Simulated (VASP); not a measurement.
La2O3, 5 atoms in the cell. The structure is trigonal, space group P321 (No. 150). The conventional cell has a = 6.412 Å, b = 6.412 Å, c = 3.312 Å, α = 90.00°, β = 90.00°, γ = 120.00°. Within 3.3 Å of La (site symmetry 3) lie 6 O at 2.48 to 2.49 Å. Within 3.3 Å of O (site symmetry 2) lie 4 La at 2.48 to 2.49 Å and 4 O at 3.21 Å.  This cell differs from its parent crystal: volume scaled by 1.02.

```yaml
Program: VASP 6.6.1
Task: single point
Functional: PBE
Potentials_or_basis: VASP PAW PBE potentials, release 64 (La, O)
Cutoff: 520 eV
k_mesh: 5 × 5 × 8
Occupations: fermi-dirac, width 0.05 eV
Spin: no spin polarisation
Dipole_correction: no
Further_INCAR_settings: ALGO = Normal; EDIFF = 1e-07; NBANDS = 28
```

Potentials or basis: VASP PAW PBE potentials, release 64 (La, O).

The run is started by

```sh
$ cat potpaw_PBE.64/La/POTCAR potpaw_PBE.64/O/POTCAR > POTCAR
$ mpirun -np 1 vasp_std > vasp.out
```

Hardware: 1 thread of AMD EPYC 7R13 Processor (Zen 3), on a shared host.

Q: How long does it take, and how much memory?

A: Run time: 110 s on 1 thread of AMD EPYC 7R13 Processor (Zen 3) (shared host), peak memory 0.27 GiB. Counts: scf iterations 17, k points 31.
